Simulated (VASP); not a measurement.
Set up this calculation in VASP 6.6.1, as the native input.

* Task: single point
* Functional: PBE
* Potentials or basis: VASP PAW PBE potentials, release 64 (C)
* Cutoff: 520 eV
* k mesh: 8 × 8 × 8
* Occupations: gaussian, width 0.1 eV
* Spin: no spin polarisation
* Dipole correction: no
* Further INCAR settings: ALGO = Normal; EDIFF = 1e-06; NBANDS = 21

The structure of C lies in POSCAR:

```
C
1.0
   -1.2723380500      3.6673196500      2.2188355300
    1.2723380500     -3.6673196500      2.2188355300
    1.2723380500      3.6673196500     -2.2188355300
C
6
Direct
    0.8015749000      0.8443087700      0.9572661300
    0.1984251000      0.1556912300      0.0427338700
    0.6129573500      0.1556912300      0.4572661300
    0.3870426500      0.8443087700      0.5427338700
    0.4070826600      0.1570826600      0.2500000000
    0.5929173400      0.8429173400      0.7500000000
```

The input as run:

INCAR

```
SYSTEM = C
PREC = Accurate
ENCUT = 520
EDIFF = 1E-6
ISMEAR = 0
SIGMA = 0.1
LREAL = .FALSE.
LASPH = .TRUE.
NELM = 60
ALGO = Normal
ISIF = 2
LWAVE = .FALSE.
LCHARG = .TRUE.
GGA = PE
LELF = .TRUE.
LVHAR = .TRUE.
NBANDS = 21
```

KPOINTS

```
regular mesh
0
G
  8 8 8
  0 0 0
```

Potentials or basis: VASP PAW PBE potentials, release 64 (C).

Command:

```sh
$ cat potpaw_PBE.64/C/POTCAR > POTCAR
$ mpirun -np 1 vasp_std > vasp.out
```

It gave:

* Pressure: 30.1 GPa
* Largest force: 3.105 eV/Å
* Band gap on the k mesh: 0.31 eV, indirect (least direct gap 0.61 eV)

Caveat: forces of over 1 eV/Å act on the atoms, so gaps and moduli don't describe the material at rest.

Wall time 76 s on 1 thread of AMD EPYC 9R45 96-Core Processor (Zen 5), with other jobs on the host, peak memory 0.19 GiB.
